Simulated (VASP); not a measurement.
Hf: relaxation of cell and atoms with PBE0

The system is Hf.

```
CELL_PARAMETERS angstrom
3.19670 0.00000 0.00000
-1.59835 2.76842 0.00000
0.00000 0.00000 5.05780
ATOMIC_POSITIONS crystal
Hf 0.66667 0.33333 0.75000
Hf 0.33333 0.66667 0.25000
```

| Item | Value |
| --- | --- |
| Program | VASP 6.6.1 |
| Task | relaxation of cell and atoms |
| Functional | PBE0 |
| Potentials or basis | VASP PAW PBE potentials, release 64 (Hf_pv) |
| Cutoff | 600 eV |
| k mesh | 5 × 5 × 3 |
| Occupations | fermi-dirac, width 0.05 eV |
| Spin | no spin polarisation |
| Dipole correction | no |
| Grid for exact exchange (PRECFOCK) | Normal |
| Further INCAR settings | ALGO = Normal; EDIFF = 1e-06; IBRION = 2; EDIFFG = -0.01; NSW = 60; ISIF = 3 |
| Share of exact exchange | 0.25 |

```
Relaxed volume                        : 22.16 Å³/atom
Relaxed cell                          : a = 3.192 Å, b = 3.192 Å, c = 5.024 Å, α = 90.00°, β = 90.00°, γ = 120.00°
Space group after relaxing (to 0.1 Å) : P6_3/mmc (No. 194)
Energy gained by relaxing             : 1.2 meV/atom
Ionic steps                           : 5
Pressure after relaxing               : 0.0 GPa
Band gap on the k mesh                : zero (bands 10 and 11 overlap by 2.22 eV)
```

The path:
| step | energy change (eV) | largest force (eV/Å) | pressure (GPa) | volume (Å³) |
| --- | --- | --- | --- | --- |
| 1 | 0.0000 | 0.0000 | -1.25 | 44.76 |
| 2 | 0.0017 | 0.0000 | 1.84 | 43.63 |
| 3 | -0.0023 | 0.0000 | 0.07 | 44.27 |
| 4 | -0.0023 | 0.0000 | 0.04 | 44.28 |
| 5 | -0.0024 | 0.0000 | -0.04 | 44.32 |

Final structure:
```
CELL_PARAMETERS angstrom
3.19157 0.00000 0.00000
-1.59578 2.76398 0.00000
0.00000 0.00000 5.02391
ATOMIC_POSITIONS crystal
Hf 0.66667 0.33333 0.75000
Hf 0.33333 0.66667 0.25000
```

Levels at points of the mesh, in eV from the Fermi level:
| k point | band 6 | band 7 | band 8 | band 9 | band 10 | band 11 | band 12 | band 13 | band 14 |
| --- | --- | --- | --- | --- | --- | --- | --- | --- | --- |
| (0.00, 0.00, 0.00) | -32.95 | -9.05 | -4.77 | 0.58 | 1.86 | 1.86 | 2.36 | 2.91 | 2.91 |

Run time: 69 min on 1 thread of Intel(R) Xeon(R) Platinum 8259CL CPU @ 2.50GHz (Skylake/Cascade Lake) (shared host), peak memory 0.2 GiB.

Caveat: the k points lie up to 0.45 Å⁻¹ apart in the final cell, too coarse for converged energies and pressures of a metal; the PAW data sets were made with another functional, which shifts forces and pressure a little; spin-orbit coupling is left out, which moves the levels of the heavy elements.
